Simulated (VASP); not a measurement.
# LiMgBN2: single point with PBE

LiMgBN2:

```
Li Mg B N
1.0
    -1.98604    1.98604    4.08804
     1.98604   -1.98604    4.08804
     1.98604    1.98604   -4.08804
Li Mg B N
1 1 1 2
Cartesian
  1.9860 0.0000 2.0440
  0.0000 1.9860 2.0440
  0.0000 0.0000 4.0880
  0.0000 0.0000 5.3248
  0.0000 0.0000 2.8513
```

This cell differs from its parent crystal: strain +0.040 along x and y, -0.080 along z.

```json
{"Program": "VASP 6.6.1", "Task": "single point", "Functional": "PBE", "Potentials or basis": "VASP PAW PBE potentials, release 64 (Li_sv, Mg, B, N)", "Cutoff": "520 eV", "k mesh": "8 × 8 × 8", "Occupations": "gaussian, width 0.05 eV", "Spin": "no spin polarisation"}
```

The largest force is 7.951 eV/Å and the band gap on the k mesh is 2.44 eV, indirect (least direct gap 3.25 eV).

Forces on the atoms (eV/Å):
```
Li   0.000  0.000  0.000
Mg   0.000  0.000  0.000
B    0.000  0.000  0.000
N    0.000  0.000  7.951
N    0.000  0.000 -7.951
```

Levels at points of the mesh, in eV from the valence-band top:
```
           k point  band 7  band 8  band 9  band 10  band 11  band 12
(0.00, 0.00, 0.00)   -2.43   -1.46   -1.46     2.43     6.65     7.67
(0.50, 0.00, 0.00)   -2.65   -0.92   -0.72     5.02     5.65     7.77
(0.50, 0.50, 0.00)   -3.20   -1.93   -0.24     5.10     6.74     7.00
(0.50, 0.50, 0.50)   -3.31    0.00    0.00     3.25     6.11     7.34
```

Run time: 50 s on 1 thread of Intel(R) Xeon(R) 6975P-C (Granite Rapids), with other jobs on the host, peak memory 0.28 GiB.

Caveat: the cell differs from its parent crystal (strain +0.040 along x and y, -0.080 along z); forces of over 1 eV/Å act on the atoms, so gaps and moduli don't describe the material at rest. A k mesh can miss the band edges.
